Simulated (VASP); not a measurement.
# NbCrC3 (Pm-3m) in VASP: notebook, part 2 of 2

VASP 6.6.1. The steps go on from the part before.

### Step 4. Relaxation of cell and atoms, PBE, collinear spin, ferromagnetic start

This run uses another cell than the first one, of 11.45 Å³/atom.

INCAR

```
  PREC = Accurate
  ENCUT = 600
  EDIFF = 1E-7
  ISMEAR = 0
  SIGMA = 0.1
  LREAL = False
  LASPH = True
  NELM = 150
  ALGO = Normal
  ISIF = 3
  LWAVE = False
  LCHARG = False
  ISPIN = 2
  MAGMOM = 0 3 0 0 0
  LORBIT = 11
  LMAXMIX = 4
  GGA = PE
  IBRION = 2
  NSW = 90
  EDIFFG = -0.04
```

KPOINTS

```
regular mesh
0
Gamma
  4 4 4
```

POSCAR

```
NbCrC3
1.0
    3.8540037900      0.0000000000      0.0000000000
    0.0000000000      3.8540037900      0.0000000000
    0.0000000000      0.0000000000      3.8540037900
Nb Cr C
1 1 3
Direct
    0.0000000000      0.0000000000      0.0000000000
    0.5000000000      0.5000000000      0.5000000000
    0.0000000000      0.5000000000      0.5000000000
    0.5000000000      0.0000000000      0.5000000000
    0.5000000000      0.5000000000      0.0000000000
```

Potentials or basis: VASP PAW PBE potentials, release 64 (Nb_sv, Cr_pv, C).

On the command line:

```
$ cat potpaw_PBE.64/Nb_sv/POTCAR potpaw_PBE.64/Cr_pv/POTCAR potpaw_PBE.64/C/POTCAR > POTCAR
$ mpirun -np 1 vasp_std > vasp.out
```

OUTCAR:

```text
PREC = Accurate
   ENCUT = 600
   EDIFF = 1E-7
   ISMEAR = 0
   LREAL = False
   LASPH = True
   NELM = 150
   ISIF = 3
   ISPIN = 2
   LORBIT = 11
   GGA = PE
   IBRION = 2
   NSW = 90
   EDIFFG = -0.04

 ion  position               nearest neighbor table
   1  0.000  0.000  0.000-
   2  0.500  0.500  0.500-   3 1.93   4 1.93   5 1.93   5 1.93   4 1.93   3 1.93
   3  0.000  0.500  0.500-   2 1.93   2 1.93
   4  0.500  0.000  0.500-   2 1.93   2 1.93
   5  0.500  0.500  0.000-   2 1.93   2 1.93

  LATTYP: Found a simple cubic cell.
 ALAT       =     3.8540037900

  Lattice vectors:

 A1 = (   3.8540037900,   0.0000000000,   0.0000000000)
 A2 = (   0.0000000000,   3.8540037900,   0.0000000000)
 A3 = (   0.0000000000,   0.0000000000,   3.8540037900)

Analysis of symmetry for initial positions (statically):
=====================================================================
[... 822 lines left out ...]

  energy without entropy =      -40.47286436  energy(sigma->0) =      -40.48028553

 E-fermi :   9.9117     XC(G=0): -12.6354

 val. band max:        9.8964359544   @ k =   0.5000   0.5000   0.0000
 cond. band min:       9.9121397861   @ k =   0.5000   0.0000   0.0000
 fundamental gap:      0.0157038317
 Fermi energy:         9.9117428850

 spin component 1

 k-point     1 :       0.0000    0.0000    0.0000
  band No.  band energies     occupation
      1     -46.6219      1.00000
      2     -33.8954      1.00000
      3     -33.8954      1.00000
      4     -33.8954      1.00000
      5     -22.5619      1.00000
      6     -22.5619      1.00000
[... 564 lines left out ...]
  FREE ENERGIE OF THE ION-ELECTRON SYSTEM (eV)
  ---------------------------------------------------
  free  energy   TOTEN  =       -40.4877067102 eV

  energy  without entropy=      -40.4728643585  energy(sigma->0) =      -40.48028553

 reached required accuracy - stopping structural energy minimisation

 total charge

# of ion       s       p       d       tot
------------------------------------------
    1        2.106   5.968   2.212  10.285
    2        0.506   6.710   4.634  11.851
    3        0.940   1.387   0.000   2.328
    4        0.940   1.387   0.000   2.328
    5        0.940   1.387   0.000   2.328
--------------------------------------------------
tot          5.433  16.840   6.846  29.119

 magnetization (x)

# of ion       s       p       d       tot
------------------------------------------
    1        0.000  -0.000   0.000   0.000
    2        0.000  -0.000   0.000   0.000
    3       -0.000  -0.000   0.000  -0.000
    4       -0.000  -0.000   0.000  -0.000
    5       -0.000  -0.000   0.000  -0.000
--------------------------------------------------
tot          0.000  -0.000   0.000   0.000
```

OSZICAR:

```text
N       E                     dE             d eps       ncg     rms          rms(c)
DAV:   1     0.399222046324E+03    0.39922E+03   -0.21868E+04   960   0.181E+03
DAV:   2    -0.190441945717E+02   -0.41827E+03   -0.40964E+03  1088   0.536E+02
[... 48 lines left out ...]
DAV:  10    -0.404877591634E+02   -0.60931E-04   -0.20188E-03  1584   0.310E-01    0.757E-02
DAV:  11    -0.404877128696E+02    0.46294E-04   -0.22106E-04  1336   0.122E-01    0.277E-02
DAV:  12    -0.404877078894E+02    0.49803E-05   -0.21376E-05  1552   0.338E-02    0.941E-03
DAV:  13    -0.404877069304E+02    0.95895E-06   -0.39467E-06  1280   0.144E-02    0.234E-03
DAV:  14    -0.404877067995E+02    0.13096E-06   -0.38251E-07  1024   0.405E-03    0.611E-04
DAV:  15    -0.404877067102E+02    0.89222E-07   -0.23572E-08   608   0.162E-03
   3 F= -.40487707E+02 E0= -.40480286E+02  d E =-.386579E+00  mag=    -0.0000
```

CONTCAR:

```text
NbCrC3
   1.00000000000000
     3.7193544486723153   -0.0000000000000000   -0.0000000000000000
     0.0000000000000000    3.7193544486723153   -0.0000000000000000
     0.0000000000000000   -0.0000000000000000    3.7193544486723153
  Nb              Cr              C
     1     1     3
Direct
     0.0000000000000000    0.0000000000000000    0.0000000000000000
     0.5000000000000000    0.5000000000000000    0.5000000000000000
     0.0000000000000000    0.5000000000000000    0.5000000000000000
     0.5000000000000000    0.0000000000000000    0.5000000000000000
     0.5000000000000000    0.5000000000000000    0.0000000000000000

  0.00000000E+00  0.00000000E+00  0.00000000E+00
  0.00000000E+00  0.00000000E+00  0.00000000E+00
  0.00000000E+00  0.00000000E+00  0.00000000E+00
  0.00000000E+00  0.00000000E+00  0.00000000E+00
  0.00000000E+00  0.00000000E+00  0.00000000E+00
```

Wall time 3 min (1 thread of Intel Xeon Platinum 8259CL at 2.50GHz (Skylake/Cascade Lake), shared host); peak memory 0.22 GiB.

What came out:

| Item | Value |
| --- | --- |
| Free energy | -40.4877 eV |
| Relaxed volume | 10.29 Å³/atom |
| Relaxed cell | a = 3.719 Å, b = 3.719 Å, c = 3.719 Å, α = 90.00°, β = 90.00°, γ = 90.00° |
| Space group after relaxing (to 0.1 Å) | Pm-3m (No. 221) |
| Energy gained by relaxing | 77.3 meV/atom |
| Ionic steps | 3 |
| Pressure after relaxing | -0.4 GPa |
| Net moment | 0.00 μB per cell |
| Valence electrons inside the program's atomic spheres | Nb 10.29; Cr 11.85; C 2.33 |

Step by step:
| step | energy change (eV) | largest force (eV/Å) | pressure (GPa) | volume (Å³) |
| --- | --- | --- | --- | --- |
| 1 | 0.0000 | 0.0000 | -19.10 | 57.24 |
| 2 | -0.0296 | 0.0000 | 26.51 | 46.67 |
| 3 | -0.3866 | 0.0000 | -0.40 | 51.45 |

Final structure:
```
Nb Cr C
1.0
     3.71935    0.00000    0.00000
     0.00000    3.71935    0.00000
     0.00000    0.00000    3.71935
Nb Cr C
1 1 3
Direct
  0.00000 0.00000 0.00000
  0.50000 0.50000 0.50000
  0.00000 0.50000 0.50000
  0.50000 0.00000 0.50000
  0.50000 0.50000 0.00000
```

Levels at points of the mesh, in eV from the Fermi level:
Spin up:
| k point | band 14 | band 15 | band 16 | band 17 | band 18 | band 19 | band 20 | band 21 | band 22 | band 23 |
| --- | --- | --- | --- | --- | --- | --- | --- | --- | --- | --- |
| (0.00, 0.00, 0.00) | -1.82 | -1.82 | -1.82 | -1.05 | -1.05 | -0.14 | -0.14 | -0.14 | 0.76 | 0.76 |
| (0.50, 0.00, 0.00) | -4.13 | -3.86 | -3.86 | -1.87 | -1.20 | 0.00 | 0.69 | 0.69 | 0.92 | 2.58 |
| (0.50, 0.50, 0.00) | -4.93 | -4.93 | -1.22 | -1.21 | -1.21 | -0.11 | -0.02 | 0.81 | 0.81 | 1.44 |
| (0.50, 0.50, 0.50) | -6.12 | -4.94 | -4.94 | 0.91 | 0.91 | 1.56 | 1.56 | 1.56 | 1.96 | 1.96 |
Spin down:
| k point | band 16 | band 17 | band 18 | band 19 | band 20 | band 21 |
| --- | --- | --- | --- | --- | --- | --- |
| (0.00, 0.00, 0.00) | -1.82 | -1.05 | -1.05 | -0.14 | -0.14 | -0.14 |
| (0.50, 0.00, 0.00) | -3.86 | -1.87 | -1.20 | 0.00 | 0.69 | 0.69 |
| (0.50, 0.50, 0.00) | -1.22 | -1.21 | -1.21 | -0.11 | -0.02 | 0.81 |
| (0.50, 0.50, 0.50) | -4.94 | 0.91 | 0.91 | 1.56 | 1.56 | 1.56 |

Caveat: the k points lie up to 0.42 Å⁻¹ apart in the final cell.

### Step 5. Relaxation of cell and atoms, PBE

This run uses another cell than the first one, of 10.32 Å³/atom.

INCAR

```
SYSTEM = NbCrC3
ALGO = Normal ; EDIFF = 1E-7
EDIFFG = -0.01 ; ENCUT = 600
GGA = PE ; IBRION = 2
ISIF = 3 ; ISMEAR = 0
LASPH = .TRUE. ; LCHARG = .FALSE.
LREAL = .FALSE. ; LWAVE = .FALSE.
NELM = 100 ; NSW = 100
PREC = Accurate ; SIGMA = 0.1
```

KPOINTS

```
k-points
0
G
  10 10 10
  0 0 0
```

Changes to POSCAR since step 4:

```diff
@@ -2,5 +2,5 @@
 1.0
-    3.8540037900      0.0000000000      0.0000000000
-    0.0000000000      3.8540037900      0.0000000000
-    0.0000000000      0.0000000000      3.8540037900
+    3.7232970283      0.0000000000      0.0000000000
+    0.0000000000      3.7232970283      0.0000000000
+    0.0000000000      0.0000000000      3.7232970283
 Nb Cr C
```

Potentials or basis: VASP PAW PBE potentials, release 64 (Nb_sv, Cr_pv, C).

On the command line:

```
$ cat potpaw_PBE.64/Nb_sv/POTCAR potpaw_PBE.64/Cr_pv/POTCAR potpaw_PBE.64/C/POTCAR > POTCAR
$ mpirun -np 1 vasp_std > vasp.out
```

OUTCAR:

```text
SYSTEM = NbCrC3
   EDIFF = 1E-7
   EDIFFG = -0.01
   ENCUT = 600
   GGA = PE
   IBRION = 2
   ISIF = 3
   ISMEAR = 0
   LASPH = .TRUE.
   LREAL = .FALSE.
   NELM = 100
   NSW = 100
   PREC = Accurate

 ion  position               nearest neighbor table
   1  0.000  0.000  0.000-
   2  0.500  0.500  0.500-   3 1.86   4 1.86   5 1.86   5 1.86   4 1.86   3 1.86
   3  0.000  0.500  0.500-   2 1.86   2 1.86
   4  0.500  0.000  0.500-   2 1.86   2 1.86
   5  0.500  0.500  0.000-   2 1.86   2 1.86

  LATTYP: Found a simple cubic cell.
 ALAT       =     3.7232970283

  Lattice vectors:

 A1 = (   3.7232970283,   0.0000000000,   0.0000000000)
 A2 = (   0.0000000000,   3.7232970283,   0.0000000000)
 A3 = (   0.0000000000,   0.0000000000,   3.7232970283)

Analysis of symmetry for initial positions (statically):
=====================================================================
 Subroutine PRICEL returns:
 Original cell was already a primitive cell.

 Routine SETGRP: Setting up the symmetry group for a
 simple cubic supercell.

[... 178 lines left out ...]
  FORCE on cell =-STRESS in cart. coord.  units (eV):
  Direction    XX          YY          ZZ          XY          YZ          ZX
  --------------------------------------------------------------------------------------
  -------------------------------------------------------------------------------------
  Total       -0.1090222     -0.1090222     -0.1090222      0.0000000     -0.0000000      0.0000000
  in kB       -3.3840951     -3.3840951     -3.3840951      0.0000000     -0.0000000      0.0000000
  external PRESSURE =      -3.3840951 kB  Pullay stress =       0.0000000 kB
[... 65 lines left out ...]
--------------------------------------- Ionic step        3  -------------------------------------------

 number of electron      37.0000015 magnetization

 Free energy of the ion-electron system (eV)
  ---------------------------------------------------
  ext. energy  EPLUGINS =         0.00000000
  ---------------------------------------------------
  free energy    TOTEN  =       -40.42179632 eV

  energy without entropy =      -40.40416693  energy(sigma->0) =      -40.41298162

 E-fermi :   9.9149     XC(G=0): -12.6267

 val. band max:        9.9107648526   @ k =   0.3000   0.3000   0.2000
 cond. band min:       9.9387065489   @ k =   0.5000   0.4000   0.3000
 fundamental gap:      0.0279416963
 Fermi energy:         9.9149236521

 k-point     1 :       0.0000    0.0000    0.0000
  band No.  band energies     occupation
      1     -46.6143      2.00000
      2     -33.9724      2.00000
      3     -33.9724      2.00000
      4     -33.9724      2.00000
      5     -22.5561      2.00000
      6     -22.5561      2.00000
[... 589 lines left out ...]
     21      10.2806      0.00000
     22      10.4982      0.00000

 [... further k-points ...]

------------------------ aborting loop because EDIFF is reached ----------------------------------------

  FORCE on cell =-STRESS in cart. coord.  units (eV):
  Direction    XX          YY          ZZ          XY          YZ          ZX
  --------------------------------------------------------------------------------------
  -------------------------------------------------------------------------------------
  Total        0.0003622      0.0003622      0.0003622      0.0000000      0.0000000     -0.0000000
  in kB        0.0112583      0.0112583      0.0112583      0.0000000      0.0000000     -0.0000000
  external PRESSURE =       0.0112583 kB  Pullay stress =       0.0000000 kB
[... 20 lines left out ...]
  FREE ENERGIE OF THE ION-ELECTRON SYSTEM (eV)
  ---------------------------------------------------
  free  energy   TOTEN  =       -40.4217963201 eV

  energy  without entropy=      -40.4041669268  energy(sigma->0) =      -40.41298162

 reached required accuracy - stopping structural energy minimisation
```

OSZICAR:

```text
N       E                     dE             d eps       ncg     rms          rms(c)
DAV:   1     0.434279089797E+03    0.43428E+03   -0.22056E+04  2464   0.198E+03
[... 34 lines left out ...]
DAV:   4    -0.404218236165E+02    0.10939E-03   -0.11346E-03  3236   0.222E-01    0.441E-02
DAV:   5    -0.404217955958E+02    0.28021E-04   -0.19483E-04  4360   0.118E-01    0.145E-02
DAV:   6    -0.404217967649E+02   -0.11691E-05   -0.16613E-05  3632   0.213E-02    0.105E-02
DAV:   7    -0.404217968389E+02   -0.74029E-07   -0.91948E-06  4288   0.157E-02    0.359E-03
DAV:   8    -0.404217963940E+02    0.44496E-06   -0.28356E-06  4702   0.101E-02    0.146E-03
DAV:   9    -0.404217962799E+02    0.11403E-06   -0.18257E-07  1796   0.353E-03    0.254E-04
DAV:  10    -0.404217963201E+02   -0.40175E-07   -0.24127E-08  1334   0.187E-03
   3 F= -.40421796E+02 E0= -.40412982E+02  d E =-.789524E-04
```

CONTCAR:

```text
NbCrC3
   1.00000000000000
     3.7214618545178477    0.0000000000000000    0.0000000000000000
     0.0000000000000000    3.7214618545178477    0.0000000000000000
     0.0000000000000000   -0.0000000000000000    3.7214618545178477
  Nb              Cr              C
     1     1     3
Direct
     0.0000000000000000    0.0000000000000000    0.0000000000000000
     0.5000000000000000    0.5000000000000000    0.5000000000000000
     0.0000000000000000    0.5000000000000000    0.5000000000000000
     0.5000000000000000    0.0000000000000000    0.5000000000000000
     0.5000000000000000    0.5000000000000000    0.0000000000000000

  0.00000000E+00  0.00000000E+00  0.00000000E+00
  0.00000000E+00  0.00000000E+00  0.00000000E+00
  0.00000000E+00  0.00000000E+00  0.00000000E+00
  0.00000000E+00  0.00000000E+00  0.00000000E+00
  0.00000000E+00  0.00000000E+00  0.00000000E+00
```

Run time: 3.8 min. Hardware: 1 thread of Intel Xeon Platinum 8259CL at 2.50GHz (Skylake/Cascade Lake), shared host; peak memory 0.24 GiB.

Results:

* Free energy: -40.4218 eV
* Relaxed volume: 10.31 Å³/atom
* Relaxed cell: a = 3.721 Å, b = 3.721 Å, c = 3.721 Å, α = 90.00°, β = 90.00°, γ = 90.00°
* Space group after relaxing (to 0.1 Å): Pm-3m (No. 221)
* Energy gained by relaxing: 0.0 meV/atom
* Ionic steps: 3
* Pressure after relaxing: 0.0 GPa
* Band gap on the k mesh: zero (an odd number of electrons rules out a gap without spin polarisation)

Final structure:
```xyz
5
Lattice="3.7215 0.0000 0.0000 0.0000 3.7215 0.0000 0.0000 0.0000 3.7215" Properties=species:S:1:pos:R:3 pbc="T T T"
Nb    0.0000    0.0000    0.0000
Cr    1.8607    1.8607    1.8607
C     0.0000    1.8607    1.8607
C     1.8607    0.0000    1.8607
C     1.8607    1.8607    0.0000
```

Caveat: the run has no spin polarisation, though such a crystal can be magnetic. Spin polarisation is off, so any magnetic state and its effect on volume and gap are missing.
